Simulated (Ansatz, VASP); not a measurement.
## Be3Au2: VASP beside Ansatz

The input INCAR:

```
ALGO = Fast ; EDIFF = 1E-7
EDIFFG = -0.04 ; ENCUT = 600
GGA = PE ; IBRION = 2
ISIF = 3 ; ISMEAR = 0
LASPH = True ; LCHARG = False
LREAL = False ; LWAVE = False
NELM = 100 ; NSW = 90
PREC = Accurate ; SIGMA = 0.1
```

KPOINTS

```
k-points
0
Gamma
  6 6 4
```

POSCAR

```
Be3Au2
1.0
    3.4043879600      0.0000000000      0.0000000000
   -1.7021939800      2.9482864600      0.0000000000
    0.0000000000      0.0000000000      6.6166091000
Be Au
3 2
Direct
    0.3333333300      0.6666666700      0.8914313600
    0.6666666700      0.3333333300      0.1085686400
    0.0000000000      0.0000000000      0.0000000000
    0.0000000000      0.0000000000      0.3435268700
    0.0000000000      0.0000000000      0.6564731300
```

Input for Ansatz:

```yaml
crystal:
  lattice:
    - [3.40438796, 0.0, 0.0]
    - [-1.70219398, 2.94828646, 0.0]
    - [0.0, 0.0, 6.6166091]
  atoms:
    - { symbol: Be, position: [0.33333333, 0.66666667, 0.89143136] }
    - { symbol: Be, position: [0.66666667, 0.33333333, 0.10856864] }
    - { symbol: Be, position: [0.0, 0.0, 0.0] }
    - { symbol: Au, position: [0.0, 0.0, 0.34352687] }
    - { symbol: Au, position: [0.0, 0.0, 0.65647313] }
basis:
  ecutwfc: 420
kpoints:
  mp_grid: { grid: [6, 6, 4] }
hamiltonian:
  xc: pbe
scf:
  occupations: { method: gaussian, width: 0.1 }
  lower_state_search: "off"
output:
  forces: true
  stress: true
  eigenvalues: true
relax:
  adjacent_minimum: "off"
  f_tol: 0.04
  max_steps: 70
  cell: { stress_tol: 0.4 }
```

Alike in both runs: task relaxation of cell and atoms; functional PBE; k mesh 6 × 6 × 4; occupations gaussian, width 0.1 eV; no spin polarisation.

|  | VASP | Ansatz |
| --- | --- | --- |
| version | VASP 6.6.1 | Ansatz 0.2.0 |
| potentials or method | VASP PAW PBE potentials, release 64 (Be, Au), cutoff 600 eV | scalar-relativistic, plane waves, PAW |
| valence electrons in the cell | 28 | 44 |

|  | VASP | Ansatz | Ansatz less VASP |
| --- | --- | --- | --- |
| gap on the k mesh at the Fermi level, each at its own relaxed structure (eV) | none | none | - |
| relaxed volume (Å³/atom) | 14.00 | 14.07 | +0.068 |
| relaxed cell length with the largest relative difference (Å) | 3.267 | 3.278 | +0.0112 |

A gap of «none» marks a metal or a gap that the smearing closes. VASP's potentials hold 28 valence electrons a cell and Ansatz's 44, so a difference there can come from the potentials and not from the codes.

Spin-orbit coupling is off throughout.
